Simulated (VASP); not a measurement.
Set up this calculation in VASP 6.6.1, as the native input.

- Task: single point
- Functional: LDA
- Potentials or basis: VASP PAW LDA potentials, release 64 (P)
- Cutoff: 520 eV
- k mesh: 8 × 1 × 6
- Occupations: gaussian, width 0.05 eV
- Spin: no spin polarisation
- Dipole correction: no
- Further INCAR settings: ALGO = Normal; EDIFF = 1e-07; NBANDS = 18

The structure of P lies in POSCAR:

```
P
1.0
    3.2837277200      0.0000000000      0.0000000000
    0.0000000000     34.8570309900      0.0000000000
    0.0000000000      0.0000000000      4.6320847100
P
4
Direct
    0.0170557432      0.9702614300      0.5813817729
    0.0000000000      0.0297385700      0.4078492800
    0.5000000000      0.0297385700      0.0921507200
    0.5000000000      0.9702614300      0.9078492800
```

This cell differs from its parent crystal: atom 1 (P) moved -0.075 Å towards its neighbour atom 4 (P) at 2.199 Å.

These files were run (other wordings do the same):

INCAR

```
SYSTEM = P
PREC     = Accurate       ! precision mode
ENCUT    = 520            ! plane-wave cutoff, eV
EDIFF    = 1E-7           ! SCF threshold, eV
ISMEAR   = 0              ! smearing method
SIGMA    = 0.05           ! smearing width, eV
LREAL    = .False.        ! projectors in reciprocal space
LASPH    = .True.         ! aspherical terms in the spheres
NELM     = 60             ! most SCF steps
ALGO     = Normal         ! electronic algorithm
ISIF     = 2              ! what is computed and relaxed
LWAVE    = .False.        ! write WAVECAR
LCHARG   = .False.        ! write CHGCAR
NBANDS   = 18             ! bands
```

KPOINTS

```
Automatic mesh
0
Gamma
  8 1 6
  0 0 0
```

Potentials or basis: VASP PAW LDA potentials, release 64 (P).

Run with:

```sh
$ cat potpaw_LDA.64/P/POTCAR > POTCAR
$ mpirun -np 1 vasp_std > vasp.out
```

It gave:

- Largest force: 0.721 eV/Å
- Band gap on the k mesh: 0.94 eV

Caveat: the cell differs from its parent crystal (atom 1 (P) moved -0.075 Å towards its neighbour atom 4 (P) at 2.199 Å).

It took 2.7 min on 1 thread of Intel(R) Xeon(R) 6975P-C (Granite Rapids), on a shared host, peak memory 0.49 GiB.
